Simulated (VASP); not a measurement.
# Rh: single point with PBE

Crystal: Rh.

```
Rh
1.0
     0.00000    1.91534    1.91534
     1.91534    0.00000    1.91534
     1.91534    1.91534    0.00000
Rh
1
Direct
  0.00000 0.00000 0.00000
```

```yaml
Program: VASP 6.6.1
Task: single point
Functional: PBE
Potentials_or_basis: VASP PAW PBE potentials, release 64 (Rh_pv)
Cutoff: 520 eV
k_mesh: 18 × 18 × 18
Occupations: gaussian, width 0.05 eV
Spin: non-collinear spin, zero start, spin-orbit coupling
Starting_moments: "[[0.0, 0.0, 0.0]] μB"
Dipole_correction: no
Further_INCAR_settings: ALGO = Fast; EDIFF = 1e-07; NBANDS = 26
```

```yaml
Pressure: 0.2 GPa
Net_moment: 0.00 μB per cell
Valence_electrons_inside_the_program's_atomic_spheres: Rh 13.75
```

Moments on the atoms (μB; x, y, z):
```
Rh  0.00 0.00 0.00
```

Wall time 2.2 min on 1 thread of Intel(R) Xeon(R) Platinum 8259CL CPU @ 2.50GHz (Skylake/Cascade Lake), on a shared host, peak memory 0.23 GiB.
